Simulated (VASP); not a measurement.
## CaO: single point with PBE

CaO:

```xyz
2
Lattice="0.0000 2.4243 2.4243 2.4243 0.0000 2.4243 2.4243 2.4243 0.0000" Properties=species:S:1:pos:R:3 pbc="T T T"
Ca    0.0000    0.0000    0.0000
O     2.4243    2.4243    2.4243
```

This cell differs from its parent crystal: volume scaled by 0.97.

* Program: VASP 6.6.1
* Task: single point
* Functional: PBE
* Potentials or basis: VASP PAW PBE potentials, release 64 (Ca_sv, O)
* Cutoff: 520 eV
* k mesh: 11 × 11 × 11
* Occupations: fermi-dirac, width 0.02 eV
* Spin: no spin polarisation
* Dipole correction: no
* Further INCAR settings: ALGO = Normal; EDIFF = 1e-06; NBANDS = 15

| Item | Value |
| --- | --- |
| Pressure | -0.6 GPa |
| Band gap on the k mesh | 3.68 eV, indirect (least direct gap 4.06 eV) |

Levels at points of the mesh, in eV from the valence-band top:
```
           k point  band 6  band 7  band 8  band 9  band 10  band 11
(0.00, 0.00, 0.00)    0.00    0.00    0.00    4.50     6.16     6.16
```

It took 45 s on 1 thread of Intel Xeon 8259CL (shared host), peak memory 0.17 GiB.

 A k mesh can miss the band edges.
